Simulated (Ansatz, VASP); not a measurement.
**GaO: VASP beside Ansatz**

```
Ga O
1.0
     3.07401    0.00000    0.00000
    -1.53700    2.66217    0.00000
     0.00000    0.00000   13.07726
Ga O
4 4
Direct
  0.33333 0.66667 0.17700
  0.66667 0.33333 0.67700
  0.33333 0.66667 0.32300
  0.66667 0.33333 0.82300
  0.33333 0.66667 0.60000
  0.66667 0.33333 0.10000
  0.33333 0.66667 0.90000
  0.66667 0.33333 0.40000
```

Alike in both runs: task relaxation of cell and atoms; functional PBEsol; k mesh 6 × 6 × 2; occupations gaussian, width 0.1 eV; no spin polarisation.

|  | VASP | Ansatz |
| --- | --- | --- |
| version | VASP 6.6.1 | Ansatz 0.2.0 |
| potentials or method | VASP PAW PBE potentials, release 64 (Ga_d, O), cutoff 600 eV | scalar-relativistic, plane waves, PAW |
| valence electrons in the cell | 76 | 76 |

|  | VASP | Ansatz | Ansatz less VASP |
| --- | --- | --- | --- |
| gap on the k mesh at the Fermi level, each at its own relaxed structure (eV) | 1.09 | 1.13 | +0.039 |
| relaxed volume (Å³/atom) | 13.05 | 13.23 | +0.186 |
| relaxed length of the cell vector where the two differ most in proportion (Å) | 12.810 | 12.977 | +0.1675 |

VASP's potentials were made for PBE, not for PBEsol.
